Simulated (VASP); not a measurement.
# CdS (P3m1) in VASP: a series of runs, part 2 of 2

VASP 6.6.1. The steps go on from the part before.

### Step 4. Single point, HSE06

This run uses another cell than the first one.

The input, POSCAR:

```
CdS
1.0
    4.3447431501      0.0000000000      0.0000000000
   -2.1723715751      3.7626579410      0.0000000000
    0.0000000000      0.0000000000      5.9180091532
Cd S
1 1
Direct
    0.0000000000      0.0000000000      0.4426919200
    0.6666666667      0.3333333333      0.4343080800
```

The input, INCAR.step1:

```
PREC     = Accurate       # precision mode
ENCUT    = 520            # plane-wave cutoff, eV
EDIFF    = 1E-5           # SCF threshold, eV
ISMEAR   = -1             # smearing method
SIGMA    = 0.05           # smearing width, eV
LREAL    = F              # projectors in reciprocal space
LASPH    = T              # aspherical terms in the spheres
NELM     = 60             # most SCF steps
ALGO     = Normal         # electronic algorithm
ISIF     = 2              # what is computed and relaxed
LWAVE    = T              # write WAVECAR
LCHARG   = F              # write CHGCAR
GGA      = PE             # functional
NBANDS   = 16             # bands
```

The input, INCAR.step2:

```
PREC     = Accurate       # precision mode
ENCUT    = 520            # plane-wave cutoff, eV
EDIFF    = 1E-6           # SCF threshold, eV
ISMEAR   = -1             # smearing method
SIGMA    = 0.05           # smearing width, eV
LREAL    = F              # projectors in reciprocal space
LASPH    = T              # aspherical terms in the spheres
NELM     = 60             # most SCF steps
ALGO     = Normal         # electronic algorithm
ISIF     = 2              # what is computed and relaxed
LWAVE    = F              # write WAVECAR
LCHARG   = F              # write CHGCAR
GGA      = PE             # functional
LHFCALC  = T              # exact exchange
HFSCREEN = 0.2079         # screening, 1/A
PRECFOCK = Normal       
ISTART   = 1            
NBANDS   = 16             # bands
```

The input, KPOINTS:

```
Automatic mesh
0
Gamma
  4 4 4
```

Potentials or basis: VASP PAW PBE potentials, release 64 (Cd, S).

Launch:

```console
$ cat potpaw_PBE.64/Cd/POTCAR potpaw_PBE.64/S/POTCAR > POTCAR
$ cp INCAR.step1 INCAR
$ mpirun -np 1 vasp_std > vasp.out
$ cp INCAR.step2 INCAR
$ mpirun -np 1 vasp_std > vasp.out
```

OUTCAR:

```text
PREC = Accurate
   ENCUT = 520
   EDIFF = 1E-6
   ISMEAR = -1
   LREAL = F
   LASPH = T
   NELM = 60
   ISIF = 2
   GGA = PE
   LHFCALC = T
   HFSCREEN = 0.2079
   PRECFOCK = Normal
   ISTART = 1

 ion  position               nearest neighbor table
   1  0.000  0.000  0.443-   2 2.51   2 2.51   2 2.51
   2  0.667  0.333  0.434-   1 2.51   1 2.51   1 2.51

  LATTYP: Found a hexagonal cell.
 ALAT       =     4.3447431501
[... 429 lines left out ...]
     16       8.5379      0.00000

------------------------ aborting loop because EDIFF is reached ----------------------------------------

  FORCE on cell =-STRESS in cart. coord.  units (eV):
  Direction    XX          YY          ZZ          XY          YZ          ZX
  --------------------------------------------------------------------------------------
  -------------------------------------------------------------------------------------
  Total       -1.8337035     -1.8337035      0.0151361      0.0000000     -0.0000000      0.0000000
  in kB      -30.3672331    -30.3672331      0.2506633      0.0000000     -0.0000000      0.0000000
  external PRESSURE =     -20.1612677 kB  Pullay stress =       0.0000000 kB

 VOLUME and BASIS-vectors are now :
 -----------------------------------------------------------------------------
  energy-cutoff  :      520.00
  volume of cell :       96.75
      direct lattice vectors                 reciprocal lattice vectors
     4.344743150  0.000000000  0.000000000     0.230163203  0.132884787  0.000000000
    -2.172371575  3.762657941  0.000000000     0.000000000  0.265769575  0.000000000
     0.000000000  0.000000000  5.918009153     0.000000000  0.000000000  0.168975744

 POSITION                                       TOTAL-FORCE (eV/Angst)
 -----------------------------------------------------------------------------------
      0.00000      0.00000      2.61985        -0.000000     -0.000000     -0.029155
      2.17237      1.25422      2.57024         0.000000      0.000000      0.029155
 -----------------------------------------------------------------------------------
    total drift:                               -0.000080      0.000046     -0.000037

  FREE ENERGIE OF THE ION-ELECTRON SYSTEM (eV)
  ---------------------------------------------------
  free  energy   TOTEN  =        -7.0206192629 eV

  energy  without entropy=       -7.0206192629  energy(sigma->0) =       -7.02061926
```

OUTCAR.step1:

```text
PREC = Accurate
   ENCUT = 520
   EDIFF = 1E-5
   ISMEAR = -1
   LREAL = F
[... 455 lines left out ...]
      0.00000      0.00000      2.61985         0.000000      0.000000     -0.012270
      2.17237      1.25422      2.57024        -0.000000     -0.000000      0.012270
 -----------------------------------------------------------------------------------
    total drift:                                0.000002     -0.000001      0.000096

  FREE ENERGIE OF THE ION-ELECTRON SYSTEM (eV)
  ---------------------------------------------------
  free  energy   TOTEN  =        -5.5921194040 eV

  energy  without entropy=       -5.5921191044  energy(sigma->0) =       -5.59211925
```

OSZICAR.step1:

```text
N       E                     dE             d eps       ncg     rms          rms(c)
DAV:   1     0.109993424408E+03    0.10999E+03   -0.77849E+03   424   0.925E+02
DAV:   2    -0.527678839738E+00   -0.11052E+03   -0.10374E+03   512   0.233E+02
DAV:   3    -0.636162994666E+01   -0.58340E+01   -0.58112E+01   488   0.550E+01
DAV:   4    -0.642030508544E+01   -0.58675E-01   -0.58666E-01   568   0.519E+00
DAV:   5    -0.642147783537E+01   -0.11727E-02   -0.11727E-02   496   0.698E-01    0.675E+00
DAV:   6    -0.563008827181E+01    0.79139E+00   -0.13040E+00   608   0.122E+01    0.546E+00
DAV:   7    -0.559353344081E+01    0.36555E-01   -0.27543E-01   480   0.340E+00    0.279E+00
DAV:   8    -0.559156630756E+01    0.19671E-02   -0.26879E-02   512   0.187E+00    0.292E-01
DAV:   9    -0.559135472919E+01    0.21158E-03   -0.33064E-03   528   0.677E-01    0.143E-01
DAV:  10    -0.559183878048E+01   -0.48405E-03   -0.46923E-04   496   0.156E-01    0.120E-01
DAV:  11    -0.559212797485E+01   -0.28919E-03   -0.30538E-04   472   0.109E-01    0.389E-02
DAV:  12    -0.559211940404E+01    0.85708E-05   -0.22392E-05   480   0.471E-02
   1 F= -.55921194E+01 E0= -.55921193E+01  d E =-.299656E-06
```

Wall time 31 min (1 thread of Oxide Virtual Turin-like, shared host); peak memory 0.31 GiB.

Results:

| Quantity | Value |
| --- | --- |
| Free energy | -7.0206 eV |
| Pressure | -2.0 GPa |
| Largest force | 0.029 eV/Å |
| Band gap on the k mesh | 2.36 eV |

Forces in eV/Å, atoms in the order of the input:
```
Cd   0.000  0.000 -0.029
S    0.000  0.000  0.029
```

Stress tensor (GPa, compression positive):
```
-3.04  0.00  0.00
 0.00 -3.04  0.00
 0.00  0.00  0.03
```

Levels at points of the mesh, in eV from the valence-band top:
```
           k point  band 5  band 6  band 7  band 8  band 9  band 10  band 11  band 12  band 13  band 14
(0.00, 0.00, 0.00)   -8.27   -8.05   -1.00    0.00    0.00     2.36     6.43     7.96     8.02     8.02
(0.50, 0.00, 0.00)   -8.28   -7.81   -3.54   -1.22   -0.17     4.65     6.18     7.62     8.28    11.04
(0.00, 0.00, 0.50)   -8.27   -8.05   -1.19    0.00    0.00     2.65     5.88     8.07     8.07    10.19
(0.50, 0.00, 0.50)   -8.28   -7.81   -3.51   -1.21   -0.27     4.83     5.22     8.55     8.98    10.95
```

Caveat: the PAW data sets were made with another functional, which shifts forces and pressure a little. A k mesh can miss the band edges.

### Step 5. Summary

```csv
level,potentials or basis,cell,k mesh,cutoff (eV),smearing,grid for exact exchange (PRECFOCK),share of exact exchange,screening parameter,gap on the mesh (eV),pressure (GPa),largest force (eV/Å)
PBE,"VASP PAW PBE potentials, release 64 (Cd_sv_GW, S)","a = 4.261, b = 4.261, c = 5.804 Å, angles 90.0, 90.0, 120.0°, 2 atoms",7 × 7 × 5,630,gaussian 0.021 eV,-,-,-,1.46,-0.3,-
PBEsol,"VASP PAW PBE potentials, release 64 (Cd_sv_GW, S)","a = 4.261, b = 4.261, c = 5.804 Å, angles 90.0, 90.0, 120.0°, 2 atoms",7 × 7 × 5,630,fermi-dirac 0.05 eV,-,-,-,1.41,-1.5,0.02
HSE06,"VASP PAW PBE potentials, release 64 (Cd, S)","a = 4.345, b = 4.345, c = 5.918 Å, angles 90.0, 90.0, 120.0°, 2 atoms",4 × 4 × 4,520,fermi-dirac 0.05 eV,Normal,0.25,0.2079 1/Å,2.36,-2.0,0.03
```

Alike in all rows: task single point; no spin polarisation.

Caveats: the PAW data sets were made with another functional, which shifts forces and pressure a little (at least some runs).

Absolute energies hang on the potentials; compare differences alone.
